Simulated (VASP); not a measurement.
Crystal: InSb3.

```
CELL_PARAMETERS angstrom
2.62576 1.51598 5.50346
-2.62576 1.51598 5.50346
0.00000 -3.03197 5.50346
ATOMIC_POSITIONS crystal
In 0.50000 0.50000 0.50000
Sb 0.00000 0.00000 0.50000
Sb 0.50000 0.00000 0.00000
Sb 0.00000 0.50000 0.00000
```

The cell was built from a structure type or drawn by symmetry, and may not be a known phase.

| Quantity | Value |
| --- | --- |
| Program | VASP 6.6.1 |
| Task | relaxation of cell and atoms |
| Functional | PBE |
| Potentials or basis | VASP PAW PBE potentials, release 64 (In_d, Sb) |
| Cutoff | 600 eV |
| k mesh | 6 × 6 × 6 |
| Occupations | gaussian, width 0.1 eV |
| Spin | no spin polarisation |

At the start: pressure 40.3 GPa; volume 32.86 Å³/atom.

How do energy, volume and symmetry change on relaxing?

Over 28 steps the energy falls by 2205.4 meV/atom and the volume is 27.83 Å³/atom (-15.3 %); space group R-3m (No. 166, to 0.1 Å) before, Pm-3m (No. 221, to 0.1 Å).

Step by step:
```csv
step,energy change (eV),largest force (eV/Å),pressure (GPa),volume (Å³)
1,0.0000,0.0000,40.26,131.44
2,-2.3559,0.0000,-3.63,335.14
3,-3.9062,0.0000,-4.30,291.71
4,-5.3148,0.0000,-4.57,257.14
5,-7.4667,0.0000,-0.03,189.09
6,-7.4660,0.0000,-0.31,190.35
7,-7.4684,0.0000,-0.01,188.16
8,-7.4684,0.0000,0.01,187.93
9,-7.4709,0.0000,0.03,186.77
10,-7.4791,0.0000,0.04,183.28
11,-7.4993,0.0000,0.07,176.32
12,-7.5640,0.0000,0.12,162.43
13,-7.9315,0.0000,0.39,134.86
14,-6.2651,0.0000,35.76,80.44
15,-8.0458,0.0000,0.66,128.83
16,-8.3800,0.0000,6.01,104.54
17,-8.3775,0.0000,6.91,102.83
18,-8.4417,0.0000,5.96,103.96
19,-8.5886,0.0000,3.39,107.39
20,-8.7035,0.0000,-0.57,114.43
21,-8.7041,0.0000,-0.79,114.93
22,-8.7130,0.0000,-0.70,114.60
23,-8.7381,0.0000,-0.41,113.61
24,-8.7860,0.0000,0.19,111.57
25,-8.7989,0.0000,1.99,107.32
26,-8.8120,0.0000,1.17,108.91
27,-8.8216,0.0000,0.28,110.59
28,-8.8217,0.0000,-0.09,111.34
```

Final structure:
```
In Sb
1.0
     3.40895    1.96816    2.76571
    -3.40895    1.96816    2.76571
     0.00000   -3.93632    2.76571
In Sb
1 3
Direct
  0.50000 0.50000 0.50000
  0.00000 0.00000 0.50000
  0.50000 0.00000 0.00000
  0.00000 0.50000 0.00000
```

Caveat: the volume moved by over 15 % at a fixed basis, so the end points are rough.
